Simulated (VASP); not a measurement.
Input of a VASP 6.6.1 run:

POSCAR

```
Ca
1.0
   -2.2052049036      2.2052049036      2.1961148100
    2.2052049036     -2.2052049036      2.1961148100
    2.2052049036      2.2052049036     -2.1961148100
Ca
1
Direct
    0.5000000000      0.5000000000      0.0000000000
```

Contents of INCAR.step1:

```
SYSTEM = Ca
PREC = Accurate
ENCUT = 600
ISMEAR = -1
SIGMA = 0.05
LREAL = .FALSE.
LASPH = .TRUE.
NELM = 60
GGA = PE
ALGO = Normal
EDIFF = 1E-4
LWAVE = .TRUE.
LCHARG = .FALSE.
```

Contents of INCAR.step2:

```
SYSTEM = Ca
PREC = Accurate
ENCUT = 600
EDIFF = 1E-6
ISMEAR = -1
SIGMA = 0.05
LREAL = .FALSE.
LASPH = .TRUE.
NELM = 60
ALGO = Normal
ISIF = 3
LWAVE = .FALSE.
LCHARG = .FALSE.
METAGGA = R2SCAN
LMIXTAU = .TRUE.
IVDW = 12
VDW_S6 = 1.0
VDW_S8 = 0.78981345
VDW_A1 = 0.49484001
VDW_A2 = 5.73083694
IBRION = 2
NSW = 60
EDIFFG = -0.01
ISTART = 1
```

Contents of KPOINTS:

```
Automatic mesh
0
G
  9 9 9
  0 0 0
```

Potentials or basis: VASP PAW PBE potentials, release 64 (Ca_sv).

Launch:

```bash
$ cat potpaw_PBE.64/Ca_sv/POTCAR > POTCAR
$ cp INCAR.step1 INCAR
$ mpirun -np 1 vasp_std > vasp.out
$ cp INCAR.step2 INCAR
$ mpirun -np 1 vasp_std > vasp.out
```

Task: Predict the relaxed cell.

Result: a = 3.810 Å, b = 3.810 Å, c = 3.810 Å, α = 109.37°, β = 109.37°, γ = 109.68°.

Task: Predict the relaxed volume.

Result: 42.59 Å³/atom.

Final structure:
```xyz
1
Lattice="-2.2028 2.2028 2.1943 2.2028 -2.2028 2.1943 2.2028 2.2028 -2.1943" Properties=species:S:1:pos:R:3 pbc="T T T"
Ca    0.0000    0.0000    2.1943
```

Caveat: the PAW data sets were made with another functional, which shifts forces and pressure a little.
